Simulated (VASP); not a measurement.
# Pb (Fm-3m) in VASP: notebook

Pb is run at these levels: LDA; tasks: electric field gradients, density of states.

Everything below comes from runs of VASP 6.6.1. Logs are shortened: lines on timing, memory, paths and dates and some standing lists are left out, and cuts for length are marked.

## (1) The cell of the first run

Symmetry: Fm-3m, No. 225, cubic system. The conventional cell has a = 5.087 Å, b = 5.087 Å, c = 5.087 Å, α = 90.00°, β = 90.00°, γ = 90.00°. Within 4.7 Å of Pb (site symmetry m-3m) lie 12 Pb at 3.60 Å.

## (2) Electric field gradients, LDA (volume scaled by 1.06)

INCAR

```
SYSTEM = Pb
PREC = Accurate
ENCUT = 520
EDIFF = 1E-8
ISMEAR = -1
SIGMA = 0.05
LREAL = .FALSE.
LASPH = .TRUE.
NELM = 100
ALGO = Normal
ISIF = 2
LWAVE = .FALSE.
LCHARG = .FALSE.
LEFG = .TRUE.
NBANDS = 13
```

KPOINTS

```
Automatic mesh
0
G
  13 13 13
  0 0 0
```

POSCAR

```
Pb
1.0
    0.0000000000      2.5436839253      2.5436839253
    2.5436839253      0.0000000000      2.5436839253
    2.5436839253      2.5436839253      0.0000000000
Pb
1
Direct
    0.0000000000      0.0000000000      0.0000000000
```

Potentials or basis: VASP PAW LDA potentials, release 64 (Pb_d).

Started as:

```console
$ cat potpaw_LDA.64/Pb_d/POTCAR > POTCAR
$ mpirun -np 1 vasp_std > vasp.out
```

OUTCAR:

```text
SYSTEM = Pb
   PREC = Accurate
   ENCUT = 520
   EDIFF = 1E-8
   ISMEAR = -1
   LREAL = .FALSE.
   LASPH = .TRUE.
   NELM = 100
   ISIF = 2

 ion  position               nearest neighbor table
   1  0.000  0.000  0.000-

  LATTYP: Found a face centered cubic cell.
 ALAT       =     5.0873678506

  Lattice vectors:

 A1 = (   0.0000000000,   2.5436839253,   2.5436839253)
 A2 = (   2.5436839253,   0.0000000000,   2.5436839253)
 A3 = (   2.5436839253,   2.5436839253,   0.0000000000)

Analysis of symmetry for initial positions (statically):
=====================================================================
 Subroutine PRICEL returns:
 Original cell was already a primitive cell.

 Routine SETGRP: Setting up the symmetry group for a
 face centered cubic supercell.

 Subroutine GETGRP returns: Found 48 space group operations
 (whereof 48 operations were pure point group operations)
 out of a pool of 48 trial point group operations.

The static configuration has the point symmetry O_h .

Analysis of symmetry for dynamics (positions and initial velocities):
=====================================================================
 Subroutine PRICEL returns:
 Original cell was already a primitive cell.

 Routine SETGRP: Setting up the symmetry group for a
 face centered cubic supercell.

 Subroutine GETGRP returns: Found 48 space group operations
 (whereof 48 operations were pure point group operations)
 out of a pool of 48 trial point group operations.

The dynamic configuration has the point symmetry O_h .

 Subroutine INISYM returns: Found 48 space group operations
 (whereof 48 operations are pure point group operations),
 and found     1 'primitive' translations

----------------------------------------------------------------------------------------

                                     Primitive cell

  volume of cell :      32.9169

  direct lattice vectors                    reciprocal lattice vectors
     0.000000000  2.543683925  2.543683925    -0.196565302  0.196565302  0.196565302
     2.543683925  0.000000000  2.543683925     0.196565302 -0.196565302  0.196565302
     2.543683925  2.543683925  0.000000000     0.196565302  0.196565302 -0.196565302

  length of vectors
     3.597312306  3.597312306  3.597312306     0.340461091  0.340461091  0.340461091

  position of ions in fractional coordinates (direct lattice)
     0.000000000  0.000000000  0.000000000

  ion indices of the primitive-cell ions
   primitive index   ion index
                 1           1

----------------------------------------------------------------------------------------

 KPOINTS: Automatic mesh

Automatic generation of k-mesh.
 Grid dimensions read from file:
 generate k-points for:   13   13   13

 Generating k-lattice:

  Cartesian coordinates                     Fractional coordinates (reciprocal lattice)
    -0.015120408  0.015120408  0.015120408     0.076923077  0.000000000  0.000000000
     0.015120408 -0.015120408  0.015120408     0.000000000  0.076923077  0.000000000
     0.015120408  0.015120408 -0.015120408     0.000000000  0.000000000  0.076923077

  Length of vectors
     0.026189315  0.026189315  0.026189315

  Shift w.r.t. Gamma in fractional coordinates (k-lattice)
     0.000000000  0.000000000  0.000000000

 Subroutine IBZKPT returns following result:
 ===========================================

 Found     84 irreducible k-points:

 Following reciprocal coordinates:
            Coordinates               Weight
  0.000000  0.000000  0.000000      1.000000
  0.076923  0.000000  0.000000      8.000000
  0.153846  0.000000  0.000000      8.000000
  0.230769  0.000000  0.000000      8.000000
  0.307692  0.000000  0.000000      8.000000
  0.384615  0.000000  0.000000      8.000000
[... 16 lines left out ...]
  0.384615  0.153846  0.000000     24.000000
  0.461538  0.153846  0.000000     24.000000
 [... further k-points ...]
   k-points           NKPTS =     84   k-points in BZ     NKDIM =     84   number of bands    NBANDS=     13
   number of dos      NEDOS =    301   number of ions     NIONS =      1
   total plane-waves  NPLWV =  21952
   dimension x,y,z NGX =    28 NGY =   28 NGZ =   28
   dimension x,y,z NGXF=    56 NGYF=   56 NGZF=   56
   ions per type =               1
   NGX,Y,Z   is equivalent  to a cutoff of  12.94, 12.94, 12.94 a.u.
   NGXF,Y,Z  is equivalent  to a cutoff of  25.88, 25.88, 25.88 a.u.
 SYSTEM =  Pb
   PREC   = accura    normal or accurate (medium, high low for compatibility)
   ISTART =      0    job   : 0-new  1-cont  2-samecut
   ICHARG =      2    charge: 1-file 2-atom 10-const
   ISPIN  =      1    spin polarized calculation?
   LNONCOLLINEAR =      F non collinear calculations
   LSORBIT =      F    spin-orbit coupling
   LASPH  =      T    aspherical Exc in radial PAW
   ENCUT  =  520.0 eV  38.22 Ry    6.18 a.u.   6.69  6.69  6.69*2*pi/ulx,y,z
   NELM   =    100;   NELMIN=  2; NELMDL= -5     # of ELM steps
   EDIFF  = 0.1E-07   stopping-criterion for ELM
   LREAL  =      F    real-space projection
   EDIFFG = 0.1E-06   stopping-criterion for IOM
   NSW    =      0    number of steps for IOM
   IBRION =     -1    ionic relax: 0-MD 1-quasi-New 2-CG
   NFREE  =      0    steps in history (QN), initial steepest desc. (CG)
   ISIF   =      2    stress and relaxation
   ISYM   =      2    0-nonsym 1-usesym 2-fastsym
   POTIM  = 0.5000    time-step for ionic-motion
   TEBEG  =    0.0;   TEEND  =   0.0 temperature during run
   PSTRESS=    0.0 pullay stress
   NELECT =      14.0000    total number of electrons
   NUPDOWN=      -1.0000    fix difference up-down
   EMIN   =  10.00;   EMAX   =-10.00  energy-range for DOS
   EFERMI =   0.00;   METHOD = LEGACY
   ISMEAR =    -1;   SIGMA  =   0.05  broadening in eV -4-tet -1-fermi 0-gaus
   EFERMI_NEDOS =   21; number of points for ismear=-14 and -15
   IALGO  =     38    algorithm
   IMIX   =      4    mixing-type and parameters
     AMIX     =   0.40;   BMIX     =  1.00
     AMIX_MAG =   1.60;   BMIX_MAG =  1.00
  volume/ion in A,a.u.               =      32.92       222.13
  Fermi-wavevector in a.u.,A,eV,Ry     =   1.231150  2.326536 20.622769  1.515731
  Thomas-Fermi vector in A             =   2.365971
   LORBIT       =      0    0 simple, 1 ext, 2 COOP (PROOUT), +10 PAW based schemes
   GGA     = CA    functional components
   LHFCALC =     F    Hartree Fock is set to
   AEXX    =    0.0000 exact exchange contribution
   IVDW    =     0    specifies the selected vdW correction
   LEPSILON=     F    determine dielectric tensor
   LRPA    =     F    only Hartree local field effects (RPA)
 non-spin polarized calculation
  energy-cutoff  :      520.00
  volume of cell :       32.92
 maximum number of plane-waves:       905
   NGX = 13   NGY = 13   NGZ = 13

 number of electron      14.0000001 magnetization

 Free energy of the ion-electron system (eV)
  ---------------------------------------------------
  ext. energy  EPLUGINS =         0.00000000
  ---------------------------------------------------
  free energy    TOTEN  =        -4.19181001 eV

  energy without entropy =       -4.18602236  energy(sigma->0) =       -4.18891618

 E-fermi :   6.1430     XC(G=0): -10.0686

 val. band max:        6.1169937875   @ k =  -0.3846   0.3077   0.0769
 cond. band min:       6.1651037224   @ k =  -0.2308   0.3077   0.0769
 fundamental gap:      0.0481099349
 Fermi energy:         6.1430486352

 k-point     1 :       0.0000    0.0000    0.0000
  band No.  band energies     occupation
      1     -10.8379      2.00000
      2     -10.8379      2.00000
      3     -10.8379      2.00000
      4     -10.7274      2.00000
      5     -10.7274      2.00000
      6      -5.1174      2.00000
      7      12.8334      0.00000
      8      12.8334      0.00000
      9      12.8334      0.00000
     10      15.8864      0.00000
     11      16.5519      0.00000
     12      18.0462      0.00000
     13      18.0462      0.00000

 k-point     2 :       0.0769    0.0000    0.0000
  band No.  band energies     occupation
      1     -10.8377      2.00000
      2     -10.8311      2.00000
      3     -10.8311      2.00000
      4     -10.7278      2.00000
      5     -10.7278      2.00000
      6      -5.0133      2.00000
      7      11.6165      0.00000
      8      12.7066      0.00000
      9      12.7066      0.00000
     10      15.5458      0.00000
     11      17.2019      0.00000
[... 339 lines left out ...]
 k-point    24 :       0.4615    0.1538    0.0000
  band No.  band energies     occupation
      1     -10.8597      2.00000
      2     -10.8060      2.00000
      3     -10.7795      2.00000
      4     -10.6789      2.00000
      5     -10.6180      2.00000
      6      -2.1502      2.00000
      7       3.4789      2.00000
      8       9.0619      0.00000
      9      10.1115      0.00000
     10      13.6766      0.00000
     11      17.6105      0.00000
     12      18.6878      0.00000
     13      19.3521      0.00000

 [... further k-points ...]

------------------------ aborting loop because EDIFF is reached ----------------------------------------

  FORCE on cell =-STRESS in cart. coord.  units (eV):
  Direction    XX          YY          ZZ          XY          YZ          ZX
  --------------------------------------------------------------------------------------
  -------------------------------------------------------------------------------------
  Total       -0.9714904     -0.9714904     -0.9714904     -0.0000000      0.0000000      0.0000000
  in kB      -47.2856841    -47.2856841    -47.2856841     -0.0000000      0.0000000      0.0000000
  external PRESSURE =     -47.2856841 kB  Pullay stress =       0.0000000 kB

 VOLUME and BASIS-vectors are now :
 -----------------------------------------------------------------------------
  energy-cutoff  :      520.00
  volume of cell :       32.92
      direct lattice vectors                 reciprocal lattice vectors
     0.000000000  2.543683925  2.543683925    -0.196565302  0.196565302  0.196565302
     2.543683925  0.000000000  2.543683925     0.196565302 -0.196565302  0.196565302
     2.543683925  2.543683925  0.000000000     0.196565302  0.196565302 -0.196565302

 POSITION                                       TOTAL-FORCE (eV/Angst)
 -----------------------------------------------------------------------------------
      0.00000      0.00000      0.00000        -0.000000      0.000000     -0.000000
 -----------------------------------------------------------------------------------
    total drift:                               -0.000000     -0.000000     -0.000000

  FREE ENERGIE OF THE ION-ELECTRON SYSTEM (eV)
  ---------------------------------------------------
  free  energy   TOTEN  =        -4.1918100103 eV

  energy  without entropy=       -4.1860223567  energy(sigma->0) =       -4.18891618

 Electric field gradients (V/A^2)
---------------------------------------------------------------------
 ion       V_xx      V_yy      V_zz      V_xy      V_xz      V_yz
---------------------------------------------------------------------
   1      -0.000     0.000     0.000    -0.000    -0.000    -0.000
---------------------------------------------------------------------

 Electric field gradients after diagonalization (V/A^2)
 (convention: |V_zz| > |V_xx| > |V_yy|)
----------------------------------------------------------------------
 ion       V_xx      V_yy      V_zz     asymmetry (V_yy - V_xx)/ V_zz
----------------------------------------------------------------------
   1       0.000     0.000    -0.001       0.000
----------------------------------------------------------------------

           NMR quadrupolar parameters

 Cq : quadrupolar parameter    Cq=e*Q*V_zz/h
 eta: asymmetry parameters     (V_yy - V_xx)/ V_zz
 Q  : nuclear electric quadrupole moment in mb (millibarn)
----------------------------------------------------------------------
 ion       Cq(MHz)       eta       Q (mb)
----------------------------------------------------------------------
   1      -0.000       0.000       1.000
----------------------------------------------------------------------
```

Wall time 22 s (1 thread of Intel Xeon 6975P-C, shared host); peak memory 0.16 GiB.

What came out:

| Quantity | Value |
| --- | --- |
| Free energy | -4.1918 eV |
| Pressure | -4.7 GPa |
| Band gap on the k mesh | zero (band 7 reaches 12.83 eV, above the bottom of band 8 at 4.62 eV) |

Levels at points of the mesh, in eV from the Fermi level:
```tsv
k point	band 4	band 5	band 6	band 7	band 8	band 9	band 10	band 11
(0.00, 0.00, 0.00)	-16.87	-16.87	-11.26	6.69	6.69	6.69	9.74	10.41
```

Caveat: the cell differs from its parent crystal (volume scaled by 1.06); without QUAD_EFG the Cq values of the log hold for a quadrupole moment of 1 mb, not for the nuclei; spin-orbit coupling is left out, which moves the levels of the heavy elements.

## (3) Density of states, LDA

This run uses another cell than the first one, of 31.05 Å³/atom, 0.943 times its volume.

POSCAR

```
Pb
1.0
    0.0000000000      2.4947547435      2.4947547435
    2.4947547435      0.0000000000      2.4947547435
    2.4947547435      2.4947547435      0.0000000000
Pb
1
Direct
    0.0000000000      0.0000000000      0.0000000000
```

INCAR.step1

```
ALGO = Normal ; EDIFF = 1E-6
ENCUT = 520 ; ISIF = 2
ISMEAR = -1 ; LASPH = T
LCHARG = T ; LREAL = F
LWAVE = F ; NBANDS = 13
NELM = 60 ; PREC = Accurate
SIGMA = 0.05
```

KPOINTS.step1

```
k-points
0
Gamma
  13 13 13
```

INCAR.step2

```
ALGO = Normal ; EDIFF = 1E-6
ENCUT = 520 ; ICHARG = 11
ISIF = 2 ; ISMEAR = -5
LASPH = T ; LCHARG = F
LORBIT = 10 ; LREAL = F
LWAVE = F ; NBANDS = 13
NEDOS = 2001 ; NELM = 60
PREC = Accurate ; SIGMA = 0.05
```

KPOINTS.step2

```
k-points
0
Gamma
  20 20 20
```

Potentials or basis: VASP PAW LDA potentials, release 64 (Pb_d).

Started as:

```console
$ cat potpaw_LDA.64/Pb_d/POTCAR > POTCAR
$ cp INCAR.step1 INCAR
$ cp KPOINTS.step1 KPOINTS
$ mpirun -np 1 vasp_std > vasp.out
$ cp INCAR.step2 INCAR
$ cp KPOINTS.step2 KPOINTS
$ mpirun -np 1 vasp_std > vasp.out
```

Wall time 61 s (1 thread of Intel Xeon 6975P-C, shared host); peak memory 0.21 GiB.

The run converged. Its results:

```
Valence electrons inside the program's atomic spheres : Pb 11.95
```

Levels at points of the mesh, in eV from the Fermi level:
```
           k point  band 4  band 5  band 6  band 7  band 8  band 9  band 10  band 11
(0.00, 0.00, 0.00)  -16.89  -16.89  -11.64    7.13    7.13    7.13     9.78    11.13
(0.50, 0.00, 0.00)  -16.76  -16.76   -8.16   -4.12    5.35    5.35     9.26     9.30
(0.50, 0.50, 0.00)  -16.73  -16.73   -6.81   -3.21    1.95    1.95     5.36     6.62
```

Caveat: spin-orbit coupling is left out, which moves the levels of the heavy elements; tetrahedron occupations give inexact forces and stress in metals.
